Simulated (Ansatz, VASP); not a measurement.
## One calculation of MoSe, two programs

```
Mo Se
1.0
     4.24909    0.00000    0.00000
    -2.12454    3.67982    0.00000
     0.00000    0.00000    7.20238
Mo Se
2 2
Direct
  0.00000 0.00000 0.00000
  0.00000 0.00000 0.50000
  0.33333 0.66667 0.25000
  0.66667 0.33333 0.75000
```

Alike in both runs: task single point; functional PBE; k mesh 12 × 12 × 6; occupations gaussian, width 0.1 eV; no spin polarisation; Hubbard terms Mo d U = 4.38 eV.

```csv
,VASP,Ansatz
version,VASP 6.6.1,Ansatz 0.2.0
potentials or method,"VASP PAW PBE potentials, release 64 (Mo_sv, Se), cutoff 520 eV","scalar-relativistic, plane waves, PAW"
valence electrons in the cell,40,60
```

```csv
,VASP,Ansatz,Ansatz less VASP
pressure (GPa),-14.0,-13.3,+0.70
"traceless stress, the component that is largest in VASP (GPa)",-1.01,-0.89,+0.112
```

The programs project onto different local orbitals, so the same U acts differently, and such runs can settle in different states. VASP's potentials hold 40 valence electrons a cell and Ansatz's 60, so a difference there can come from the potentials and not from the codes.
